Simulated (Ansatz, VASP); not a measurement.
# GaH2: VASP beside Ansatz

Contents of INCAR:

```
SYSTEM = GaH2
ALGO = Normal ; EDIFF = 1E-7
EDIFFG = -0.0325 ; ENCUT = 600
GGA = PE ; IBRION = 2
ISIF = 3 ; ISMEAR = 0
LASPH = .True. ; LCHARG = .False.
LREAL = .False. ; LWAVE = .False.
NELM = 100 ; NSW = 90
PREC = Accurate ; SIGMA = 0.1
```

The input KPOINTS:

```
k-points
0
Gamma
  10 10 10
  0 0 0
```

POSCAR

```
GaH2
1.0
   -1.4428368459      1.4428368459      2.2666154446
    1.4428368459     -1.4428368459      2.2666154446
    1.4428368459      1.4428368459     -2.2666154446
Ga H
1 2
Direct
    0.0000000000      0.0000000000      0.0000000000
    0.2500000000      0.7500000000      0.5000000000
    0.7500000000      0.2500000000      0.5000000000
```

Input for Ansatz:

```yaml
crystal:
  lattice:
    - [-1.4428368459, 1.4428368459, 2.2666154446]
    - [1.4428368459, -1.4428368459, 2.2666154446]
    - [1.4428368459, 1.4428368459, -2.2666154446]
  atoms:
    - { symbol: Ga, position: [0.0, 0.0, 0.0] }
    - { symbol: H, position: [0.25, 0.75, 0.5] }
    - { symbol: H, position: [0.75, 0.25, 0.5] }
basis:
  ecutwfc: 420
kpoints:
  mp_grid: { grid: [10, 10, 10] }
hamiltonian:
  xc: pbe
scf:
  occupations: { method: gaussian, width: 0.1 }
output:
  forces: true
  stress: true
  eigenvalues: true
relax:
  adjacent_minimum: "off"
  f_tol: 0.0325
  max_steps: 70
  cell: { stress_tol: 0.24 }
```

Alike in both runs: task relaxation of cell and atoms; functional PBE; k mesh 10 × 10 × 10; occupations gaussian, width 0.1 eV; no spin polarisation.

|  | VASP | Ansatz |
| --- | --- | --- |
| version | VASP 6.6.1 | Ansatz 0.2.0 |
| potentials or method | VASP PAW PBE potentials, release 64 (Ga_d, H), cutoff 600 eV | scalar-relativistic, plane waves, PAW |
| valence electrons in the cell | 15 | 15 |

|  | VASP | Ansatz | Ansatz less VASP |
| --- | --- | --- | --- |
| gap on the k mesh at the Fermi level, each at its own relaxed structure (eV) | none | none | - |
| relaxed volume (Å³/atom) | 9.26 | 9.25 | -0.010 |
| relaxed cell length with the largest relative difference (Å) | 3.404 | 3.400 | -0.0039 |

A gap of «none» marks a metal or a gap that the smearing closes.

Noted on VASP's run: the volume moved by over 15 % at a fixed basis, so the end points are rough.
